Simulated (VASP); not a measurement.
# CO2 (Pa-3) in VASP: single point with PBE

Aim: the single point of CO2 with PBE.

All numbers are computed with VASP 6.6.1; they aren't measurements. Logs are shortened: lines on timing, memory, paths and dates and some standing lists are left out, and cuts for length are marked.

## 1. The cell of the first run

Symmetry: Pa-3, No. 205, cubic system. The conventional cell has a = 5.624 Å, b = 5.624 Å, c = 5.624 Å, α = 90.00°, β = 90.00°, γ = 90.00°. C (site symmetry -3) has 2 O at 1.17 Å within 1.6 Å. O (site symmetry 3) has 1 C at 1.17 Å within 1.6 Å.

## 2. Single point, PBE

INCAR

```
SYSTEM = CO2
PREC = Accurate
ENCUT = 1340
EDIFF = 1E-6
ISMEAR = -1
SIGMA = 0.02
LREAL = .FALSE.
LASPH = .TRUE.
NELM = 120
ALGO = Normal
ISIF = 2
LWAVE = .FALSE.
LCHARG = .FALSE.
GGA = PE
NBANDS = 44
GGA_COMPAT = .FALSE.
```

KPOINTS

```
regular mesh
0
G
  4 4 4
  0 0 0
```

POSCAR

```
CO2
1.0
    5.6240000000      0.0000000000      0.0000000000
    0.0000000000      5.6240000000      0.0000000000
    0.0000000000      0.0000000000      5.6240000000
C O
4 8
Direct
    0.0000000000      0.0000000000      0.0000000000
    0.5000000000      0.0000000000      0.5000000000
    0.5000000000      0.5000000000      0.0000000000
    0.0000000000      0.5000000000      0.5000000000
    0.1199473893      0.1199473893      0.1199473893
    0.3800526107      0.8800526107      0.6199473893
    0.6199473893      0.3800526107      0.8800526107
    0.8800526107      0.6199473893      0.3800526107
    0.8800526107      0.8800526107      0.8800526107
    0.6199473893      0.1199473893      0.3800526107
    0.3800526107      0.6199473893      0.1199473893
    0.1199473893      0.3800526107      0.6199473893
```

Potentials or basis: VASP PAW PBE potentials, release 64 (C_h, O_h).

The run is started by

```bash
cat potpaw_PBE.64/C_h/POTCAR potpaw_PBE.64/O_h/POTCAR > POTCAR
mpirun -np 1 vasp_std > vasp.out
```

OUTCAR:

```text
SYSTEM = CO2
   PREC = Accurate
   ENCUT = 1340
   EDIFF = 1E-6
   ISMEAR = -1
   LREAL = .FALSE.
   LASPH = .TRUE.
   NELM = 120
   ISIF = 2
   GGA = PE

 ion  position               nearest neighbor table
   1  0.000  0.000  0.000-   5 1.17   9 1.17
   2  0.500  0.000  0.500-   6 1.17  10 1.17
   3  0.500  0.500  0.000-   7 1.17  11 1.17
   4  0.000  0.500  0.500-   8 1.17  12 1.17
   5  0.120  0.120  0.120-   1 1.17
   6  0.380  0.880  0.620-   2 1.17
   7  0.620  0.380  0.880-   3 1.17
   8  0.880  0.620  0.380-   4 1.17
   9  0.880  0.880  0.880-   1 1.17
  10  0.620  0.120  0.380-   2 1.17
  11  0.380  0.620  0.120-   3 1.17
  12  0.120  0.380  0.620-   4 1.17

  LATTYP: Found a simple cubic cell.
 ALAT       =     5.6240000000

  Lattice vectors:

 A1 = (   5.6240000000,   0.0000000000,   0.0000000000)
 A2 = (   0.0000000000,   5.6240000000,   0.0000000000)
 A3 = (   0.0000000000,   0.0000000000,   5.6240000000)

Analysis of symmetry for initial positions (statically):
=====================================================================
 Subroutine PRICEL returns:
 Original cell was already a primitive cell.

 Routine SETGRP: Setting up the symmetry group for a
 simple cubic supercell.

 Subroutine GETGRP returns: Found 24 space group operations
 (whereof  6 operations were pure point group operations)
 out of a pool of 48 trial point group operations.

The static configuration has the point symmetry S_6 .
 The point group associated with its full space group is T_h .

Analysis of symmetry for dynamics (positions and initial velocities):
=====================================================================
 Subroutine PRICEL returns:
 Original cell was already a primitive cell.

 Routine SETGRP: Setting up the symmetry group for a
 simple cubic supercell.

 Subroutine GETGRP returns: Found 24 space group operations
 (whereof  6 operations were pure point group operations)
 out of a pool of 48 trial point group operations.

The dynamic configuration has the point symmetry S_6 .
 The point group associated with its full space group is T_h .

 Subroutine INISYM returns: Found 24 space group operations
 (whereof  6 operations are pure point group operations),
 and found     1 'primitive' translations

----------------------------------------------------------------------------------------

                                     Primitive cell

  volume of cell :     177.8836

  direct lattice vectors                    reciprocal lattice vectors
     5.624000000  0.000000000  0.000000000     0.177809388  0.000000000  0.000000000
     0.000000000  5.624000000  0.000000000     0.000000000  0.177809388  0.000000000
     0.000000000  0.000000000  5.624000000     0.000000000  0.000000000  0.177809388

  length of vectors
     5.624000000  5.624000000  5.624000000     0.177809388  0.177809388  0.177809388

  position of ions in fractional coordinates (direct lattice)
     0.000000000  0.000000000  0.000000000
     0.500000000  0.000000000  0.500000000
     0.500000000  0.500000000  0.000000000
     0.000000000  0.500000000  0.500000000
     0.119947389  0.119947389  0.119947389
     0.380052611  0.880052611  0.619947389
     0.619947389  0.380052611  0.880052611
     0.880052611  0.619947389  0.380052611
     0.880052611  0.880052611  0.880052611
     0.619947389  0.119947389  0.380052611
     0.380052611  0.619947389  0.119947389
     0.119947389  0.380052611  0.619947389

  ion indices of the primitive-cell ions
   primitive index   ion index
                 1           1
                 2           2
                 3           3
                 4           4
                 5           5
                 6           6
                 7           7
                 8           8
                 9           9
                10          10
                11          11
                12          12

----------------------------------------------------------------------------------------

 KPOINTS: regular mesh

Automatic generation of k-mesh.
 Grid dimensions read from file:
 generate k-points for:    4    4    4

 Generating k-lattice:

  Cartesian coordinates                     Fractional coordinates (reciprocal lattice)
     0.044452347  0.000000000  0.000000000     0.250000000  0.000000000  0.000000000
     0.000000000  0.044452347  0.000000000     0.000000000  0.250000000  0.000000000
     0.000000000  0.000000000  0.044452347     0.000000000  0.000000000  0.250000000

  Length of vectors
     0.044452347  0.044452347  0.044452347

  Shift w.r.t. Gamma in fractional coordinates (k-lattice)
     0.000000000  0.000000000  0.000000000

 Subroutine IBZKPT returns following result:
 ===========================================

 Found     11 irreducible k-points:

 Following reciprocal coordinates:
            Coordinates               Weight
  0.000000  0.000000  0.000000      1.000000
  0.250000  0.000000  0.000000      6.000000
  0.500000  0.000000  0.000000      3.000000
  0.250000  0.250000  0.000000     12.000000
  0.500000  0.250000  0.000000      6.000000
 -0.250000  0.500000  0.000000      6.000000
  0.500000  0.500000  0.000000      3.000000
  0.250000  0.250000  0.250000      8.000000
  0.500000  0.250000  0.250000     12.000000
  0.500000  0.500000  0.250000      6.000000
  0.500000  0.500000  0.500000      1.000000
   k-points           NKPTS =     11   k-points in BZ     NKDIM =     11   number of bands    NBANDS=     44
   number of dos      NEDOS =    301   number of ions     NIONS =     12
   total plane-waves  NPLWV = 343000
   dimension x,y,z NGX =    70 NGY =   70 NGZ =   70
   dimension x,y,z NGXF=   140 NGYF=  140 NGZF=  140
   ions per type =               4   8
   NGX,Y,Z   is equivalent  to a cutoff of  20.69, 20.69, 20.69 a.u.
   NGXF,Y,Z  is equivalent  to a cutoff of  41.38, 41.38, 41.38 a.u.
 SYSTEM =  CO2
   PREC   = accura    normal or accurate (medium, high low for compatibility)
   ISTART =      0    job   : 0-new  1-cont  2-samecut
   ICHARG =      2    charge: 1-file 2-atom 10-const
   ISPIN  =      1    spin polarized calculation?
   LNONCOLLINEAR =      F non collinear calculations
   LSORBIT =      F    spin-orbit coupling
   LASPH  =      T    aspherical Exc in radial PAW
   ENCUT  = 1340.0 eV  98.49 Ry    9.92 a.u.  16.79 16.79 16.79*2*pi/ulx,y,z
   NELM   =    120;   NELMIN=  2; NELMDL= -5     # of ELM steps
   EDIFF  = 0.1E-05   stopping-criterion for ELM
   LREAL  =      F    real-space projection
   EDIFFG = 0.1E-04   stopping-criterion for IOM
   NSW    =      0    number of steps for IOM
   IBRION =     -1    ionic relax: 0-MD 1-quasi-New 2-CG
   NFREE  =      0    steps in history (QN), initial steepest desc. (CG)
   ISIF   =      2    stress and relaxation
   ISYM   =      2    0-nonsym 1-usesym 2-fastsym
   POTIM  = 0.5000    time-step for ionic-motion
   TEBEG  =    0.0;   TEEND  =   0.0 temperature during run
   PSTRESS=    0.0 pullay stress
   NELECT =      64.0000    total number of electrons
   NUPDOWN=      -1.0000    fix difference up-down
   EMIN   =  10.00;   EMAX   =-10.00  energy-range for DOS
   EFERMI =   0.00;   METHOD = LEGACY
   ISMEAR =    -1;   SIGMA  =   0.02  broadening in eV -4-tet -1-fermi 0-gaus
   EFERMI_NEDOS =   21; number of points for ismear=-14 and -15
   IALGO  =     38    algorithm
   IMIX   =      4    mixing-type and parameters
     AMIX     =   0.40;   BMIX     =  1.00
     AMIX_MAG =   1.60;   BMIX_MAG =  1.00
  volume/ion in A,a.u.               =      14.82       100.03
  Fermi-wavevector in a.u.,A,eV,Ry     =   1.164366  2.200333 18.446073  1.355748
  Thomas-Fermi vector in A             =   2.300905
   LORBIT       =      0    0 simple, 1 ext, 2 COOP (PROOUT), +10 PAW based schemes
   GGA     = PE    functional components
   LHFCALC =     F    Hartree Fock is set to
   AEXX    =    0.0000 exact exchange contribution
   IVDW    =     0    specifies the selected vdW correction
   LEPSILON=     F    determine dielectric tensor
   LRPA    =     F    only Hartree local field effects (RPA)
 non-spin polarized calculation
  energy-cutoff  :     1340.00
  volume of cell :      177.88
 maximum number of plane-waves:     19882
 NGX is ok and might be reduce to    70
   NGX = 33   NGY = 33   NGZ = 33

 number of electron      64.0000000 magnetization

 Free energy of the ion-electron system (eV)
  ---------------------------------------------------
  ext. energy  EPLUGINS =         0.00000000
  ---------------------------------------------------
  free energy    TOTEN  =       -93.20356435 eV

  energy without entropy =      -93.20356435  energy(sigma->0) =      -93.20356435

 E-fermi :  -2.7331     XC(G=0):  -7.8535

 val. band max:       -3.1684607327   @ k =   0.0000   0.0000   0.0000
 cond. band min:       3.6230541800   @ k =   0.0000   0.0000   0.0000
 fundamental gap:      6.7915149127
 Fermi energy:        -2.7330788165

 k-point     1 :       0.0000    0.0000    0.0000
  band No.  band energies     occupation
      1     -23.6676      2.00000
      2     -23.4606      2.00000
      3     -23.4606      2.00000
      4     -23.4606      2.00000
      5     -22.5331      2.00000
      6     -22.5331      2.00000
[... 36 lines left out ...]
     43       7.7011      0.00000
     44       7.7011      0.00000

 k-point     2 :       0.2500    0.0000    0.0000
  band No.  band energies     occupation
      1     -23.6390      2.00000
      2     -23.4929      2.00000
      3     -23.4604      2.00000
      4     -23.4604      2.00000
      5     -22.5316      2.00000
      6     -22.5314      2.00000
[... 36 lines left out ...]
     43       7.9757      0.00000
     44       7.9864      0.00000

 k-point     3 :       0.5000    0.0000    0.0000
  band No.  band energies     occupation
      1     -23.5678      2.00000
      2     -23.5678      2.00000
      3     -23.4602      2.00000
      4     -23.4602      2.00000
      5     -22.5299      2.00000
      6     -22.5299      2.00000
[... 36 lines left out ...]
     43       8.3367      0.00000
     44       8.3367      0.00000

 k-point     4 :       0.2500    0.2500    0.0000
  band No.  band energies     occupation
      1     -23.6139      2.00000
      2     -23.4878      2.00000
      3     -23.4877      2.00000
      4     -23.4648      2.00000
      5     -22.5300      2.00000
      6     -22.5253      2.00000
[... 271 lines left out ...]
     43       7.3524      0.00000
     44       7.3524      0.00000

 k-point    10 :       0.5000    0.5000    0.2500
  band No.  band energies     occupation
      1     -23.5128      2.00000
      2     -23.5128      2.00000
      3     -23.5128      2.00000
      4     -23.5128      2.00000
      5     -22.5199      2.00000
      6     -22.5199      2.00000
[... 36 lines left out ...]
     43       6.5173      0.00000
     44       6.5173      0.00000

 k-point    11 :       0.5000    0.5000    0.5000
  band No.  band energies     occupation
      1     -23.5117      2.00000
      2     -23.5117      2.00000
      3     -23.5117      2.00000
      4     -23.5117      2.00000
      5     -22.5212      2.00000
      6     -22.5212      2.00000
[... 36 lines left out ...]
     43       6.5172      0.00000
     44       6.5172      0.00000

------------------------ aborting loop because EDIFF is reached ----------------------------------------

  FORCE on cell =-STRESS in cart. coord.  units (eV):
  Direction    XX          YY          ZZ          XY          YZ          ZX
  --------------------------------------------------------------------------------------
  -------------------------------------------------------------------------------------
  Total        1.1853703      1.1853703      1.1853703      0.0000000     -0.0000000     -0.0000000
  in kB       10.6764951     10.6764951     10.6764951      0.0000000     -0.0000000     -0.0000000
  external PRESSURE =      10.6764951 kB  Pullay stress =       0.0000000 kB

 VOLUME and BASIS-vectors are now :
 -----------------------------------------------------------------------------
  energy-cutoff  :     1340.00
  volume of cell :      177.88
      direct lattice vectors                 reciprocal lattice vectors
     5.624000000  0.000000000  0.000000000     0.177809388  0.000000000  0.000000000
     0.000000000  5.624000000  0.000000000     0.000000000  0.177809388  0.000000000
     0.000000000  0.000000000  5.624000000     0.000000000  0.000000000  0.177809388

 POSITION                                       TOTAL-FORCE (eV/Angst)
 -----------------------------------------------------------------------------------
      0.00000      0.00000      0.00000        -0.000000      0.000000      0.000000
      2.81200      0.00000      2.81200        -0.000000      0.000000      0.000000
      2.81200      2.81200      0.00000        -0.000000      0.000000      0.000000
      0.00000      2.81200      2.81200        -0.000000      0.000000      0.000000
      0.67458      0.67458      0.67458         0.002586      0.002586      0.002586
      2.13742      4.94942      3.48658        -0.002586     -0.002586      0.002586
      3.48658      2.13742      4.94942         0.002586     -0.002586     -0.002586
      4.94942      3.48658      2.13742        -0.002586      0.002586     -0.002586
      4.94942      4.94942      4.94942        -0.002586     -0.002586     -0.002586
      3.48658      0.67458      2.13742         0.002586      0.002586     -0.002586
      2.13742      3.48658      0.67458        -0.002586      0.002586      0.002586
      0.67458      2.13742      3.48658         0.002586     -0.002586      0.002586
 -----------------------------------------------------------------------------------
    total drift:                                0.000000      0.000000      0.000000

  FREE ENERGIE OF THE ION-ELECTRON SYSTEM (eV)
  ---------------------------------------------------
  free  energy   TOTEN  =       -93.2035643515 eV

  energy  without entropy=      -93.2035643514  energy(sigma->0) =      -93.20356435
```

Wall time 3.9 min (1 thread of AMD EPYC 9R45 (Zen 5), shared host); peak memory 0.77 GiB.

Results:

* Free energy: -93.2036 eV
* Pressure: 1.1 GPa
* Largest force: 0.004 eV/Å
* Band gap on the k mesh: 6.79 eV

Forces on the atoms (eV/Å):
```
C    0.000  0.000  0.000
C    0.000  0.000  0.000
C    0.000  0.000  0.000
C    0.000  0.000  0.000
O    0.003  0.003  0.003
O   -0.003 -0.003  0.003
O    0.003 -0.003 -0.003
O   -0.003  0.003 -0.003
O   -0.003 -0.003 -0.003
O    0.003  0.003 -0.003
O   -0.003  0.003  0.003
O    0.003 -0.003  0.003
```

Caveat: this functional lacks dispersion, which holds the molecules together, so the pressure and a relaxed volume are unreliable. A k mesh can miss the band edges.
